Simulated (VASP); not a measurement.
# PtS2: relaxation of the atoms with PBE

Crystal: PtS2.

```
Pt S
1.0
     3.32620    0.00000    0.00000
    -1.66310    2.88057    0.00000
     0.00000    0.00000    6.49664
Pt S
1 2
Direct
  0.00000 0.00000 0.00000
  0.33333 0.66667 0.18895
  0.66667 0.33333 0.81105
```

| Property | Result |
| --- | --- |
| Program | VASP 6.6.1 |
| Task | relaxation of the atoms |
| Functional | PBE |
| Potentials or basis | VASP PAW PBE potentials, release 64 (Pt, S) |
| Cutoff | 520 eV |
| k mesh | 9 × 9 × 4 |
| Occupations | gaussian, width 0.05 eV |
| Spin | no spin polarisation |
| Dipole correction | no |
| Further INCAR settings | ALGO = Normal; EDIFF = 1e-06; IBRION = 2; EDIFFG = -0.01; NSW = 50 |

The energy gained by relaxing is 111.9 meV/atom. The ionic steps are 3 and the pressure after relaxing is 9.3 GPa. The band gap on the k mesh is 1.28 eV (least direct gap 1.52 eV).

Stress tensor (GPa, compression positive):
```
13.82  0.00  0.00
 0.00 13.82  0.00
 0.00  0.00  0.35
```

Step by step:
```csv
step,energy change (eV),largest force (eV/Å),pressure (GPa)
1,0.0000,2.4062,23.68
2,-0.3224,0.4430,11.98
3,-0.3357,0.0006,9.33
```

Final structure:
```
Pt S
1.0
     3.32620    0.00000    0.00000
    -1.66310    2.88057    0.00000
     0.00000    0.00000    6.49664
Pt S
1 2
Direct
  0.00000 0.00000 0.00000
  0.33333 0.66667 0.21150
  0.66667 0.33333 0.78850
```

Levels at points of the mesh, in eV from the valence-band top:
```csv
k point,band 7,band 8,band 9,band 10,band 11,band 12,band 13,band 14,band 15
"(0.00, 0.00, 0.00)",-3.28,-1.88,-1.03,-0.08,-0.08,3.06,3.06,5.67,6.30
"(0.00, 0.00, 0.50)",-3.28,-2.06,-1.40,-0.10,-0.10,3.11,3.11,6.18,7.62
```

Run time: 82 s on 1 thread of Oxide Virtual Turin-like Processor, with other jobs on the host, peak memory 0.18 GiB.

Caveat: spin-orbit coupling is left out, which moves the levels of the heavy elements; this functional lacks dispersion, which binds layers or chains, so the pressure and a relaxed spacing across them are unreliable. A k mesh can miss the band edges.
